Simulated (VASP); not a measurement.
## SnSe: relaxation of cell and atoms with PBEsol

The system is SnSe.

```
Sn Se
1.0
     0.00000    2.87520    2.87520
     2.87520    0.00000    2.87520
     2.87520    2.87520    0.00000
Sn Se
1 1
Cartesian
  0.0000 0.0000 0.0000
  2.8752 2.8752 2.8752
```

* Program: VASP 6.6.1
* Task: relaxation of cell and atoms
* Functional: PBEsol
* Potentials or basis: VASP PAW PBE potentials, release 64 (Sn_d, Se)
* Cutoff: 600 eV
* k mesh: 8 × 8 × 8
* Occupations: gaussian, width 0.01 eV
* Spin: no spin polarisation
* Target pressure: 18 GPa
* Dipole correction: no
* Further INCAR settings: ALGO = Normal; EDIFF = 1e-07; IBRION = 2; EDIFFG = -0.001; NSW = 80; ISIF = 3

* Relaxed volume: 21.43 Å³/atom
* Relaxed cell: a = 3.928 Å, b = 3.928 Å, c = 3.928 Å, α = 60.00°, β = 60.00°, γ = 60.00°
* Space group after relaxing (to 0.05 Å): Fm-3m (No. 225)
* Energy change on relaxing (the enthalpy is what falls): +176.2 meV/atom
* Ionic steps: 7
* Pressure after relaxing: 18.0 GPa
* Band gap on the k mesh: 0.47 eV, indirect (least direct gap 0.50 eV)

The path:
```csv
step,energy change (eV),largest force (eV/Å),pressure (GPa),volume (Å³)
1,0.0000,0.0000,7.07,47.54
2,1.3425,0.0000,40.52,37.23
3,0.3355,0.0000,17.56,43.02
4,0.3505,0.0000,17.96,42.89
5,0.3606,0.0000,18.22,42.80
6,0.3424,0.0000,17.74,42.96
7,0.3524,0.0000,18.01,42.87
```

Final structure:
```
Sn Se
1.0
     0.00000    2.77783    2.77783
     2.77783    0.00000    2.77783
     2.77783    2.77783    0.00000
Sn Se
1 1
Direct
  0.00000 0.00000 0.00000
  0.50000 0.50000 0.50000
```

Levels at points of the mesh, in eV from the valence-band top:
| k point | band 6 | band 7 | band 8 | band 9 | band 10 | band 11 | band 12 | band 13 | band 14 |
| --- | --- | --- | --- | --- | --- | --- | --- | --- | --- |
| (0.00, 0.00, 0.00) | -16.18 | -4.53 | -3.32 | -3.32 | -3.32 | 4.83 | 4.83 | 4.83 | 5.09 |
| (0.50, 0.00, 0.00) | -14.62 | -9.97 | -2.98 | -2.98 | -0.68 | 0.58 | 0.58 | 1.25 | 8.47 |
| (0.50, 0.50, 0.00) | -14.00 | -7.76 | -6.54 | -5.30 | -5.30 | 1.63 | 6.41 | 6.41 | 7.21 |

Wall time 40 s on 1 thread of Intel(R) Xeon(R) 6975P-C (Granite Rapids), with other jobs on the host, peak memory 0.21 GiB.

Caveat: the cell is relaxed towards a set pressure, so the enthalpy falls and the energy may rise; the PAW data sets were made with another functional, which shifts forces and pressure a little; spin-orbit coupling is left out, which moves the levels of the heavy elements. A k mesh can miss the band edges.
